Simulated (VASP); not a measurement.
Here is a VASP 6.6.1 calculation.

INCAR

```
SYSTEM = Ca12HO12
PREC     = Accurate       ! precision mode
ENCUT    = 520            ! plane-wave cutoff, eV
EDIFF    = 1E-7           ! SCF threshold, eV
ISMEAR   = -1             ! smearing method
SIGMA    = 0.05           ! smearing width, eV
LREAL    = Auto         
LASPH    = .True.         ! aspherical terms in the spheres
NELM     = 150            ! most SCF steps
ALGO     = Normal         ! electronic algorithm
ISIF     = 2              ! what is computed and relaxed
LWAVE    = .False.        ! write WAVECAR
LCHARG   = .True.         ! write CHGCAR
ISPIN    = 2              ! spin polarisation
MAGMOM   = 0.111 0 0 0.111 0 0 0 0.111 0.111 0 0 0 0 0 0.111 0 0.111 0 0.111 0 0 0.111 0 0 0.111 ! initial moments
LORBIT   = 11             ! projections on sites
GGA      = PS             ! functional
LELF     = .True.         ! ELF
LVHAR    = .True.       
NBANDS   = 118            ! bands
ISYM     = 0
```

KPOINTS

```
Automatic mesh
0
Gamma
  1 1 1
  0.25 0.25 0.25
```

The input POSCAR:

```
Ca12HO12
1.0
    0.0000000000      4.7676000000      4.7676000000
    4.7676000000      0.0000000000      4.7676000000
    7.1514000000      7.1514000000      0.0000000000
O Ca H
12 12 1
Direct
    0.7529580000      0.2395560000      0.1688470000
    0.2500000000      0.7494900000      0.4997590000
    0.7488400000      0.2504770000      0.8327490000
    0.2386420000      0.7539300000      0.1688220000
    0.7483950000      0.2509090000      0.4999990000
    0.2489430000      0.7501340000      0.8328210000
    0.2492720000      0.2503650000      0.4992890000
    0.7522870000      0.7532600000      0.1694000000
    0.7528770000      0.7542390000      0.8242870000
    0.2492190000      0.2501980000      0.1666970000
    0.2493430000      0.2506920000      0.8323760000
    0.7479420000      0.7493150000      0.5011160000
    0.9991130000      0.0002090000      0.9997370000
    0.0001760000      0.0008010000      0.6651550000
    0.4977790000      0.4988900000      0.3362710000
    0.9981070000      0.9993850000      0.3342750000
    0.4981220000      0.4993450000      0.9985640000
    0.4997590000      0.5010220000      0.6655590000
    0.0051770000      0.4979630000      0.9984480000
    0.4996100000      0.9998160000      0.3336450000
    0.9995530000      0.4998260000      0.6657750000
    0.4968120000      0.0063750000      0.9982570000
    0.9987660000      0.5006230000      0.3336330000
    0.4987760000      0.0006790000      0.6658690000
    0.6261150000      0.6276220000      0.0819010000
```

Potentials or basis: VASP PAW PBE potentials, release 64 (O, Ca_sv, H).

Run with:

```bash
$ cat potpaw_PBE.64/O/POTCAR potpaw_PBE.64/Ca_sv/POTCAR potpaw_PBE.64/H/POTCAR > POTCAR
$ mpirun -np 1 vasp_std > vasp.out
```

**Question.** What does it give for the pressure?

**Answer.** 2.0 GPa.

**Question.** Estimate the net moment.

**Answer.** 1.00 μB per cell.

**Question.** What does it give for the largest force?

**Answer.** 0.033 eV/Å.

**Question.** What does it give for the band gap on the k mesh?

**Answer.** 0.96 eV.

Stress tensor (GPa, compression positive):
```
 2.08 -1.02  0.03
-1.02  2.09  0.02
 0.03  0.02  1.73
```

Caveat: the k points lie up to 1.14 Å⁻¹ apart; the PAW data sets were made with another functional, which shifts forces and pressure a little.
